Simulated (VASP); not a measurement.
# Sn (Im-3m) in VASP: notebook, part 2 of 2

VASP 6.6.1.

### Step 3. Single point, PBEsol

This run uses another cell than the first one, of 21.04 Å³/atom, 1.062 times its volume.

Input file INCAR:

```
PREC = Accurate
ENCUT = 520
EDIFF = 1E-7
ISMEAR = -1
SIGMA = 0.05
LREAL = F
LASPH = T
NELM = 100
ALGO = Normal
ISIF = 2
LWAVE = F
LCHARG = T
GGA = PS
LELF = T
LVHAR = T
NBANDS = 13
```

Input file KPOINTS:

```
regular mesh
0
Gamma
  10 10 10
```

Input file POSCAR:

```
Sn
1.0
   -1.7390256732      1.7390256732      1.7390256732
    1.7390256732     -1.7390256732      1.7390256732
    1.7390256732      1.7390256732     -1.7390256732
Sn
1
Direct
    0.0000000000      0.0000000000      0.0000000000
```

Potentials or basis: VASP PAW PBE potentials, release 64 (Sn_d).

Launch:

```console
cat potpaw_PBE.64/Sn_d/POTCAR > POTCAR
mpirun -np 1 vasp_std > vasp.out
```

It took 6.6 s on 1 thread of Intel Xeon Platinum 8259CL at 2.50GHz (Skylake/Cascade Lake), shared host; peak memory 0.14 GiB.

It converged, with:

```yaml
Free_energy: -3.9730 eV
Pressure: 20.0 GPa
Band_gap_on_the_k_mesh: zero (band 7 reaches 22.09 eV, above the bottom of band 8 at 8.28 eV)
```

Levels at points of the mesh, in eV from the Fermi level:
```csv
k point,band 4,band 5,band 6,band 7,band 8,band 9,band 10,band 11
"(0.00, 0.00, 0.00)",-21.43,-21.43,-13.24,10.64,10.64,10.64,12.55,12.55
"(0.50, 0.00, 0.00)",-21.44,-21.25,-6.75,-5.90,4.54,6.23,9.27,9.65
"(0.50, 0.50, 0.50)",-21.30,-21.30,-0.83,-0.83,-0.83,-0.78,3.80,3.80
```

Caveat: the PAW data sets were made with another functional, which shifts forces and pressure a little; spin-orbit coupling is left out, which moves the levels of the heavy elements.

### Step 4. Single point, PBEsol

This run uses another cell than the first one, of 22.79 Å³/atom, 1.151 times its volume.

Input file INCAR:

```
  PREC = Accurate
  ENCUT = 520
  EDIFF = 1E-6
  ISMEAR = -1
  SIGMA = 0.05
  LREAL = F
  LASPH = T
  NELM = 80
  ALGO = Normal
  ISIF = 2
  LWAVE = F
  LCHARG = F
  GGA = PS
  NBANDS = 13
```

Input file KPOINTS:

```
Automatic mesh
0
Gamma
  10 10 10
```

Input file POSCAR:

```
Sn
1.0
   -1.7861829289      1.7861829289      1.7861829289
    1.7861829289     -1.7861829289      1.7861829289
    1.7861829289      1.7861829289     -1.7861829289
Sn
1
Direct
    0.0000000000      0.0000000000      0.0000000000
```

Launch:

```console
cat potpaw_PBE.64/Sn_d/POTCAR > POTCAR
mpirun -np 1 vasp_std > vasp.out
```

Run time: 6.8 s. Hardware: 1 thread of Intel Xeon Platinum 8259CL at 2.50GHz (Skylake/Cascade Lake), shared host; peak memory 0.14 GiB.

It converged, with:

```
Free energy            : -4.1340 eV
Pressure               : 9.9 GPa
Band gap on the k mesh : zero (band 7 reaches 19.97 eV, above the bottom of band 8 at 7.38 eV)
```

Levels at points of the mesh, in eV from the Fermi level:
| k point | band 3 | band 4 | band 5 | band 6 | band 7 | band 8 | band 9 | band 10 | band 11 | band 12 |
| --- | --- | --- | --- | --- | --- | --- | --- | --- | --- | --- |
| (0.00, 0.00, 0.00) | -21.62 | -21.39 | -21.39 | -12.52 | 9.71 | 9.71 | 9.71 | 12.43 | 12.43 | 12.43 |
| (0.50, 0.00, 0.00) | -21.40 | -21.40 | -21.25 | -6.65 | -5.41 | 4.22 | 6.00 | 8.92 | 9.06 | 16.68 |
| (0.50, 0.50, 0.50) | -21.28 | -21.28 | -21.28 | -1.38 | -0.72 | -0.72 | -0.72 | 3.80 | 3.80 | 19.14 |

Caveat: the PAW data sets were made with another functional, which shifts forces and pressure a little; spin-orbit coupling is left out, which moves the levels of the heavy elements.

### Step 5. Single point, PBEsol

This run uses another cell than the first one, of 24.08 Å³/atom, 1.216 times its volume.

Input file INCAR:

```
PREC = Accurate
ENCUT = 520
EDIFF = 1E-6
ISMEAR = -1
SIGMA = 0.05
LREAL = False
LASPH = True
NELM = 100
ALGO = Normal
ISIF = 2
LWAVE = False
LCHARG = False
GGA = PS
NBANDS = 13
```

KPOINTS is that of step 4.

Input file POSCAR:

```
Sn
1.0
   -1.8192529982      1.8192529982      1.8192529982
    1.8192529982     -1.8192529982      1.8192529982
    1.8192529982      1.8192529982     -1.8192529982
Sn
1
Direct
    0.0000000000      0.0000000000      0.0000000000
```

Potentials or basis: VASP PAW PBE potentials, release 64 (Sn_d).

Launch:

```console
cat potpaw_PBE.64/Sn_d/POTCAR > POTCAR
mpirun -np 1 vasp_std > vasp.out
```

OUTCAR:

```text
PREC = Accurate
   ENCUT = 520
   EDIFF = 1E-6
   ISMEAR = -1
   LREAL = False
   LASPH = True
   NELM = 100
   ISIF = 2
   GGA = PS

 ion  position               nearest neighbor table
   1  0.000  0.000  0.000-

  LATTYP: Found a body centered cubic cell.
 ALAT       =     3.6385059964

  Lattice vectors:

 A1 = (  -1.8192529982,   1.8192529982,   1.8192529982)
 A2 = (   1.8192529982,  -1.8192529982,   1.8192529982)
[... 551 lines left out ...]
      2     -12.0305      2.00000
      3     -11.9249      2.00000
      4     -11.8885      2.00000
      5     -11.8724      2.00000
      6      -0.1345      2.00000
      7       9.7522      0.00786
      8      13.7573      0.00000
      9      15.1511      0.00000
     10      19.1075      0.00000
     11      20.0928      0.00000
     12      21.1433      0.00000
     13      27.3157      0.00000

 [... further k-points ...]
[... 5 lines left out ...]
  --------------------------------------------------------------------------------------
  -------------------------------------------------------------------------------------
  Total        0.7383190      0.7383190      0.7383190      0.0000000      0.0000000     -0.0000000
  in kB       49.1151314     49.1151314     49.1151314      0.0000000      0.0000000     -0.0000000
  external PRESSURE =      49.1151314 kB  Pullay stress =       0.0000000 kB

 VOLUME and BASIS-vectors are now :
 -----------------------------------------------------------------------------
  energy-cutoff  :      520.00
  volume of cell :       24.08
      direct lattice vectors                 reciprocal lattice vectors
    -1.819252998  1.819252998  1.819252998     0.000000000  0.274838079  0.274838079
     1.819252998 -1.819252998  1.819252998     0.274838079  0.000000000  0.274838079
     1.819252998  1.819252998 -1.819252998     0.274838079  0.274838079  0.000000000

 POSITION                                       TOTAL-FORCE (eV/Angst)
 -----------------------------------------------------------------------------------
      0.00000      0.00000      0.00000        -0.000000      0.000000     -0.000000
 -----------------------------------------------------------------------------------
    total drift:                                0.000000      0.000000     -0.000000

  FREE ENERGIE OF THE ION-ELECTRON SYSTEM (eV)
  ---------------------------------------------------
  free  energy   TOTEN  =        -4.1933645658 eV

  energy  without entropy=       -4.1889062055  energy(sigma->0) =       -4.19113539
```

stdout:

```text
POSCAR found type information on POSCAR Sn
 POSCAR found :  1 types and       1 ions
 scaLAPACK will be used
 -----------------------------------------------------------------------------
|                                                                             |
|                                                                             |
|     You enforced a specific xc type in the INCAR file but a different       |
|     I HOPE YOU KNOW WHAT YOU ARE DOING!                                     |
|                                                                             |
 -----------------------------------------------------------------------------

 LDA part: xc-table for (Slater+PW92), standard interpolation
 POSCAR, INCAR and KPOINTS ok, starting setup
 FFT: planning ... GRIDC
 FFT: planning ... GRID_SOFT
 FFT: planning ... GRID
 WAVECAR not read
 entering main loop
```

Wall time 6.3 s (1 thread of Intel Xeon Platinum 8259CL at 2.50GHz (Skylake/Cascade Lake), shared host); peak memory 0.14 GiB.

Results:

```
Free energy            : -4.1934 eV
Pressure               : 4.9 GPa
Band gap on the k mesh : zero (band 7 reaches 18.61 eV, above the bottom of band 8 at 6.80 eV)
```

Levels at points of the mesh, in eV from the Fermi level:
```
           k point  band 5  band 6  band 7  band 8  band 9  band 10
(0.00, 0.00, 0.00)  -21.35  -12.04    9.14    9.14    9.14    12.36
(0.50, 0.00, 0.00)  -21.23   -6.57   -5.08    4.02    5.84     8.70
(0.50, 0.50, 0.50)  -21.26   -1.75   -0.63   -0.63   -0.63     3.81
```

Caveat: the PAW data sets were made with another functional, which shifts forces and pressure a little; spin-orbit coupling is left out, which moves the levels of the heavy elements.

### Step 6. Summary

```tsv
cell	gap on the mesh (eV)	pressure (GPa)
a = 2.952 Å, angles 109.5°, 1 atom	none	30.0
a = 3.012 Å, angles 109.5°, 1 atom	none	20.0
a = 3.094 Å, angles 109.5°, 1 atom	none	9.9
a = 3.151 Å, angles 109.5°, 1 atom	none	4.9
```

Alike in all rows: task single point; level PBEsol; potentials or basis VASP PAW PBE potentials, release 64 (Sn_d); no spin polarisation; k mesh 10 × 10 × 10; cutoff (eV) 520; smearing fermi-dirac 0.05 eV.

Caveats: the PAW data sets were made with another functional, which shifts forces and pressure a little; spin-orbit coupling is left out, which moves the levels of the heavy elements.

Total energies depend on the potentials used, so only differences within one code and one set of settings carry meaning.
